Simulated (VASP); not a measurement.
Here is a VASP 6.6.1 calculation.

INCAR

```
SYSTEM = Fe
PREC = Accurate
ENCUT = 600
EDIFF = 1E-6
ISMEAR = -1
SIGMA = 0.1
LREAL = .False.
LASPH = .True.
NELM = 200
ALGO = Normal
ISIF = 2
LWAVE = .False.
LCHARG = .False.
ISPIN = 2
MAGMOM = 2.94
LORBIT = 11
LMAXMIX = 4
GGA = PE
NBANDS = 14
GGA_COMPAT = .False.
```

Contents of KPOINTS:

```
regular mesh
0
Gamma
  8 8 8
  0 0 0
```

The input POSCAR:

```
Fe
1.0
   -1.4897070000      1.4897070000      1.4897070000
    1.4897070000     -1.4897070000      1.4897070000
    1.4897070000      1.4897070000     -1.4897070000
Fe
1
Direct
    0.0000000000      0.0000000000      0.0000000000
```

Potentials or basis: VASP PAW PBE potentials, release 64 (Fe).

Launch:

```bash
$ cat potpaw_PBE.64/Fe/POTCAR > POTCAR
$ mpirun -np 1 vasp_std > vasp.out
```

Q: What does it give for the net moment?

A: 2.60 μB per cell.

Q: Estimate the site moments.

A: Fe +2.63 μB.

Caveat: the k points lie up to 0.37 Å⁻¹ apart.
